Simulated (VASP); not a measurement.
## Ga2P3: single point with PBE

Crystal: Ga2P3.

```
CELL_PARAMETERS angstrom
4.70146 0.00000 0.00000
0.00000 4.70146 0.00000
0.00000 0.00000 4.70146
ATOMIC_POSITIONS crystal
Ga 0.00000 0.00000 0.00000
Ga 0.50000 0.50000 0.50000
P 0.00000 0.50000 0.50000
P 0.50000 0.00000 0.50000
P 0.50000 0.50000 0.00000
```

The cell was built from a structure type or drawn by symmetry, and may not be a known phase.

- Program: VASP 6.6.1
- Task: single point
- Functional: PBE
- Potentials or basis: VASP PAW PBE potentials, release 64 (Ga_d, P)
- Cutoff: 520 eV
- k mesh: 4 × 4 × 4
- Occupations: gaussian, width 0.1 eV
- Spin: no spin polarisation

* Pressure: 0.1 GPa
* Band gap on the k mesh: zero (an odd number of electrons rules out a gap without spin polarisation)

Levels at points of the mesh, in eV from the Fermi level:
```
           k point  band 17  band 18  band 19  band 20  band 21  band 22  band 23  band 24
(0.00, 0.00, 0.00)    -4.30     0.29     0.29     0.29     0.30     0.30     0.30     0.33
(0.50, 0.00, 0.00)    -3.59    -1.41    -1.41    -0.66     0.66     0.67     0.67     2.07
(0.50, 0.50, 0.00)    -1.39    -1.39    -0.87    -0.87    -0.57     1.18     2.19     2.24
(0.50, 0.50, 0.50)    -3.71    -3.71     1.27     1.27     2.25     2.25     2.25     4.71
```

Wall time 12 s on 1 thread of Intel(R) Xeon(R) 6975P-C (Granite Rapids) (shared host), peak memory 0.2 GiB.
